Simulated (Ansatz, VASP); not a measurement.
## Cs3Nb in VASP and in Ansatz

```
Cs Nb
1.0
     6.08102    0.00000    0.00000
     0.00000    6.08102    0.00000
     0.00000    0.00000    6.08102
Cs Nb
3 1
Direct
  0.00000 0.50000 0.50000
  0.50000 0.00000 0.50000
  0.50000 0.50000 0.00000
  0.00000 0.00000 0.00000
```

Alike in both runs: functional PBE; k mesh 10 × 10 × 10; occupations gaussian, width 0.1 eV; no spin polarisation.

Ansatz relaxed the structure, and its values are those at the end. VASP's run is a single point on that final structure, the one shown.

|  | VASP | Ansatz |
| --- | --- | --- |
| version | VASP 6.6.1 | Ansatz 0.2.0 |
| potentials or method | VASP PAW PBE potentials, release 64 (Cs_sv, Nb_sv), cutoff 520 eV | scalar-relativistic, plane waves, PAW |
| valence electrons in the cell | 40 | 40 |

|  | VASP | Ansatz | Ansatz less VASP |
| --- | --- | --- | --- |
| gap on the k mesh at the Fermi level (eV) | none | none | - |
| pressure (GPa) | 0.0 | 0.0 | -0.01 |

A gap of «none» marks a metal or a gap that the smearing closes.

Neither program's run includes spin-orbit coupling.
